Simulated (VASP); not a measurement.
# Ir (I4/mmm) in VASP: a series of runs

Ir is run at these levels: r2SCAN; tasks: single point.

Program: VASP 6.6.1. These are calculated values, not measurements. Logs are shortened: lines on timing, memory, paths and dates and some standing lists are left out, and cuts for length are marked.

## Step 1: The cell of the first run

The structure is tetragonal, space group I4/mmm (No. 139). Conventional cell: a = 2.715 Å, b = 2.715 Å, c = 3.859 Å, α = 90.00°, β = 90.00°, γ = 90.00°. Within 3.6 Å of Ir (site symmetry 4/mmm) lie 12 Ir at 2.71 to 2.72 Å.

## Step 2: Single point, r2SCAN (strain +0.0050 x Voigt [0, 1, 0, 0, 0, 0])

Input file POSCAR:

```
Ir
1.0
    0.0000000000      1.9292985000      1.9197000000
    1.9197000000      0.0000000000      1.9197000000
    1.9197000000      1.9292985000      0.0000000000
Ir
1
Direct
    0.0000000000      0.0000000000      0.0000000000
```

Input file INCAR.step1:

```
SYSTEM = Ir
  PREC = Accurate
  ENCUT = 520
  ISMEAR = 0
  SIGMA = 0.15
  LREAL = .FALSE.
  LASPH = .TRUE.
  NELM = 80
  NBANDS = 10
  GGA = PE
  ALGO = Normal
  EDIFF = 1E-4
  LWAVE = .TRUE.
  LCHARG = .FALSE.
```

Input file INCAR.step2:

```
SYSTEM = Ir
  PREC = Accurate
  ENCUT = 520
  EDIFF = 1E-6
  ISMEAR = 0
  SIGMA = 0.15
  LREAL = .FALSE.
  LASPH = .TRUE.
  NELM = 80
  ALGO = Normal
  ISIF = 2
  LWAVE = .FALSE.
  LCHARG = .TRUE.
  METAGGA = R2SCAN
  LMIXTAU = .TRUE.
  LELF = .TRUE.
  LVHAR = .TRUE.
  NBANDS = 10
  ISTART = 1
```

Input file KPOINTS:

```
regular mesh
0
G
  22 22 22
  0 0 0
```

Potentials or basis: VASP PAW PBE potentials, release 64 (Ir).

The run is started by

```console
> cat potpaw_PBE.64/Ir/POTCAR > POTCAR
> cp INCAR.step1 INCAR
> mpirun -np 1 vasp_std > vasp.out
> cp INCAR.step2 INCAR
> mpirun -np 1 vasp_std > vasp.out
```

OUTCAR:

```text
SYSTEM = Ir
   PREC = Accurate
   ENCUT = 520
   EDIFF = 1E-6
   ISMEAR = 0
   LREAL = .FALSE.
   LASPH = .TRUE.
   NELM = 80
   ISIF = 2
   METAGGA = R2SCAN
   ISTART = 1

 ion  position               nearest neighbor table
   1  0.000  0.000  0.000-

  LATTYP: Found a body centered tetragonal cell.
 ALAT       =     2.7148657757
 C/A-ratio  =     1.4212846302

  Lattice vectors:

 A1 = (   0.0000000000,  -1.9292985000,   1.9197000000)
 A2 = (   0.0000000000,  -1.9292985000,  -1.9197000000)
 A3 = (   1.9197000000,   1.9292985000,   0.0000000000)

Analysis of symmetry for initial positions (statically):
=====================================================================
 Subroutine PRICEL returns:
 Original cell was already a primitive cell.

 Routine SETGRP: Setting up the symmetry group for a
 body centered tetragonal supercell.

 Subroutine GETGRP returns: Found 16 space group operations
 (whereof 16 operations were pure point group operations)
 out of a pool of 16 trial point group operations.

The static configuration has the point symmetry D_4h.

Analysis of symmetry for dynamics (positions and initial velocities):
=====================================================================
 Subroutine PRICEL returns:
 Original cell was already a primitive cell.

 Routine SETGRP: Setting up the symmetry group for a
 body centered tetragonal supercell.

 Subroutine GETGRP returns: Found 16 space group operations
 (whereof 16 operations were pure point group operations)
 out of a pool of 16 trial point group operations.

The dynamic configuration has the point symmetry D_4h.

 Subroutine INISYM returns: Found 16 space group operations
 (whereof 16 operations are pure point group operations),
 and found     1 'primitive' translations

----------------------------------------------------------------------------------------

                                     Primitive cell

  volume of cell :      14.2199

  direct lattice vectors                    reciprocal lattice vectors
     0.000000000  1.929298500  1.919700000    -0.260457363  0.259161555  0.260457363
     1.919700000  0.000000000  1.919700000     0.260457363 -0.259161555  0.260457363
     1.919700000  1.929298500  0.000000000     0.260457363  0.259161555 -0.260457363

  length of vectors
     2.721661403  2.714865776  2.721661403     0.450378494  0.450378494  0.450378494

  position of ions in fractional coordinates (direct lattice)
     0.000000000  0.000000000  0.000000000

  ion indices of the primitive-cell ions
[... 79 lines left out ...]
   NFREE  =      0    steps in history (QN), initial steepest desc. (CG)
   ISIF   =      2    stress and relaxation
   ISYM   =      2    0-nonsym 1-usesym 2-fastsym
   POTIM  = 0.5000    time-step for ionic-motion
   TEBEG  =    0.0;   TEEND  =   0.0 temperature during run
   PSTRESS=    0.0 pullay stress
   NELECT =       9.0000    total number of electrons
   NUPDOWN=      -1.0000    fix difference up-down
   EMIN   =  10.00;   EMAX   =-10.00  energy-range for DOS
   EFERMI =   0.00;   METHOD = LEGACY
   ISMEAR =     0;   SIGMA  =   0.15  broadening in eV -4-tet -1-fermi 0-gaus
   EFERMI_NEDOS =   21; number of points for ismear=-14 and -15
   IALGO  =     38    algorithm
   IMIX   =      4    mixing-type and parameters
     AMIX     =   0.40;   BMIX     =  1.00
     AMIX_MAG =   1.60;   BMIX_MAG =  1.00
  volume/ion in A,a.u.               =      14.22        95.96
  Fermi-wavevector in a.u.,A,eV,Ry     =   1.405584  2.656170 26.880591  1.975668
  Thomas-Fermi vector in A             =   2.528031
   LORBIT       =      0    0 simple, 1 ext, 2 COOP (PROOUT), +10 PAW based schemes
   METAGGA = R2SCAN    functional components
   LHFCALC =     F    Hartree Fock is set to
   AEXX    =    0.0000 exact exchange contribution
   IVDW    =     0    specifies the selected vdW correction
   LEPSILON=     F    determine dielectric tensor
   LRPA    =     F    only Hartree local field effects (RPA)
 non-spin polarized calculation
 Gauss-broadening in eV      SIGMA  =   0.15
  energy-cutoff  :      520.00
  volume of cell :       14.22
 maximum number of plane-waves:       392
   NGX = 11   NGY =  9   NGZ = 11

 number of electron       9.0000000 magnetization

 Free energy of the ion-electron system (eV)
  ---------------------------------------------------
  ext. energy  EPLUGINS =         0.00000000
  ---------------------------------------------------
  free energy    TOTEN  =       -52.36762376 eV

  energy without entropy =      -52.35550087  energy(sigma->0) =      -52.36156231

 E-fermi :  10.0637     XC(G=0): -15.2927

 val. band max:       10.0625259139   @ k =   0.3182   0.1364   0.0000
 cond. band min:      10.0655681330   @ k =   0.4545   0.0000   0.3636
 fundamental gap:      0.0030422191
 Fermi energy:        10.0637343047

 k-point     1 :       0.0000    0.0000    0.0000
  band No.  band energies     occupation
      1      -1.3846      2.00000
      2       6.0744      2.00000
      3       6.1423      2.00000
      4       6.1423      2.00000
      5       8.7641      2.00000
      6       8.8526      2.00000
      7      25.2009      0.00000
      8      30.9261      0.00000
      9      31.0880      0.00000
     10      31.0880      0.00000
[... 287 lines left out ...]
 k-point    24 :      -0.4545    0.0455   -0.0000
  band No.  band energies     occupation
      1       1.8117      2.00000
      2       5.9197      2.00000
      3       6.0313      2.00000
      4       8.8364      2.00000
      5      10.8875      0.00000
      6      11.4770      0.00000
      7      17.8874      0.00000
      8      25.0401      0.00000
      9      30.6048      0.00000
     10      31.0485      0.00000

 [... further k-points ...]

------------------------ aborting loop because EDIFF is reached ----------------------------------------

  FORCE on cell =-STRESS in cart. coord.  units (eV):
  Direction    XX          YY          ZZ          XY          YZ          ZX
  --------------------------------------------------------------------------------------
  -------------------------------------------------------------------------------------
  Total        0.2467064      0.0819717      0.2467064     -0.0000000      0.0000000      0.0000000
  in kB       27.7967986      9.2358865     27.7967986     -0.0000000      0.0000000      0.0000000
  external PRESSURE =      21.6098279 kB  Pullay stress =       0.0000000 kB

 VOLUME and BASIS-vectors are now :
 -----------------------------------------------------------------------------
  energy-cutoff  :      520.00
  volume of cell :       14.22
      direct lattice vectors                 reciprocal lattice vectors
     0.000000000  1.929298500  1.919700000    -0.260457363  0.259161555  0.260457363
     1.919700000  0.000000000  1.919700000     0.260457363 -0.259161555  0.260457363
     1.919700000  1.929298500  0.000000000     0.260457363  0.259161555 -0.260457363

 POSITION                                       TOTAL-FORCE (eV/Angst)
 -----------------------------------------------------------------------------------
      0.00000      0.00000      0.00000        -0.000000      0.000000      0.000000
 -----------------------------------------------------------------------------------
    total drift:                                0.000000     -0.000000     -0.000000

  FREE ENERGIE OF THE ION-ELECTRON SYSTEM (eV)
  ---------------------------------------------------
  free  energy   TOTEN  =       -52.3676237570 eV

  energy  without entropy=      -52.3555008656  energy(sigma->0) =      -52.36156231
```

OSZICAR.step1:

```text
N       E                     dE             d eps       ncg     rms          rms(c)
DAV:   1     0.476745596883E+02    0.47675E+02   -0.43525E+03 16888   0.818E+02
DAV:   2    -0.849963077524E+01   -0.56174E+02   -0.53243E+02 17092   0.196E+02
DAV:   3    -0.939433698925E+01   -0.89471E+00   -0.89099E+00 19426   0.301E+01
DAV:   4    -0.940251341102E+01   -0.81764E-02   -0.81747E-02 18890   0.266E+00
DAV:   5    -0.940267563385E+01   -0.16222E-03   -0.16222E-03 18918   0.361E-01    0.151E+01
DAV:   6    -0.893759413800E+01    0.46508E+00   -0.80997E-01 18696   0.111E+01    0.617E+00
DAV:   7    -0.885102133373E+01    0.86573E-01   -0.26489E-01 19778   0.582E+00    0.148E+00
DAV:   8    -0.884836581610E+01    0.26555E-02   -0.21167E-03 18000   0.483E-01    0.109E+00
DAV:   9    -0.884490767701E+01    0.34581E-02   -0.22528E-03 18814   0.663E-01    0.191E-02
DAV:  10    -0.884491239033E+01   -0.47133E-05   -0.11593E-05  9352   0.349E-02
   1 F= -.88449124E+01 E0= -.88386881E+01  d E =-.124486E-01
```

Run time: 4.5 min. Hardware: 1 thread of Intel Xeon Platinum 8375C at 2.90GHz (Ice Lake), shared host; peak memory 0.24 GiB.

What came out:

```
Free energy            : -52.3676 eV
Pressure               : 2.2 GPa
Band gap on the k mesh : zero (an odd number of electrons rules out a gap without spin polarisation)
```

Caveat: the cell differs from its parent crystal (strain +0.0050 x Voigt [0, 1, 0, 0, 0, 0]); the PAW data sets were made with another functional, which shifts forces and pressure a little; spin-orbit coupling is left out, which moves the levels of the heavy elements.

## Step 3: Single point, r2SCAN (strain +0.0100 x Voigt [0, 1, 0, 0, 0, 0])

Input file POSCAR:

```
Ir
1.0
    0.0000000000      1.9388970000      1.9197000000
    1.9197000000      0.0000000000      1.9197000000
    1.9197000000      1.9388970000      0.0000000000
Ir
1
Direct
    0.0000000000      0.0000000000      0.0000000000
```

INCAR.step1, as its differences from that of step 2:

```diff
@@ -7,3 +7,3 @@
   LASPH = .TRUE.
-  NELM = 80
+  NELM = 60
   NBANDS = 10
```

Input file INCAR.step2:

```
SYSTEM = Ir
  PREC = Accurate
  ENCUT = 520
  EDIFF = 1E-6
  ISMEAR = 0
  SIGMA = 0.15
  LREAL = .FALSE.
  LASPH = .TRUE.
  NELM = 60
  ALGO = Normal
  ISIF = 2
  LWAVE = .FALSE.
  LCHARG = .FALSE.
  METAGGA = R2SCAN
  LMIXTAU = .TRUE.
  NBANDS = 10
  ISTART = 1
```

Input file KPOINTS:

```
Automatic mesh
0
G
  22 22 22
  0 0 0
```

Potentials or basis: VASP PAW PBE potentials, release 64 (Ir).

The run is started by

```console
> cat potpaw_PBE.64/Ir/POTCAR > POTCAR
> cp INCAR.step1 INCAR
> mpirun -np 1 vasp_std > vasp.out
> cp INCAR.step2 INCAR
> mpirun -np 1 vasp_std > vasp.out
```

Wall time 4.3 min (1 thread of Intel Xeon Platinum 8375C at 2.90GHz (Ice Lake), shared host); peak memory 0.24 GiB.

Results (log left out):

- Free energy: -52.3674 eV
- Pressure: 0.3 GPa
- Band gap on the k mesh: zero (an odd number of electrons rules out a gap without spin polarisation)

Stress tensor (GPa, compression positive):
```
 1.50  0.00  0.00
 0.00 -2.17  0.00
 0.00  0.00  1.50
```

Levels at points of the mesh, in eV from the Fermi level:
```csv
k point,band 1,band 2,band 3,band 4,band 5,band 6,band 7,band 8,band 9
"(0.00, 0.00, 0.00)",-11.39,-4.00,-3.87,-3.87,-1.34,-1.16,15.15,20.74,21.06
"(0.50, 0.00, 0.00)",-8.28,-4.13,-3.99,-0.65,0.90,0.98,7.58,14.77,20.67
"(0.50, 0.50, 0.00)",-8.06,-7.49,0.84,1.50,1.64,1.88,11.05,12.19,12.30
"(0.50, 0.00, 0.50)",-8.07,-7.48,0.86,1.56,1.56,1.66,10.77,12.43,12.43
```

Caveat: the cell differs from its parent crystal (strain +0.0100 x Voigt [0, 1, 0, 0, 0, 0]); the PAW data sets were made with another functional, which shifts forces and pressure a little; spin-orbit coupling is left out, which moves the levels of the heavy elements.
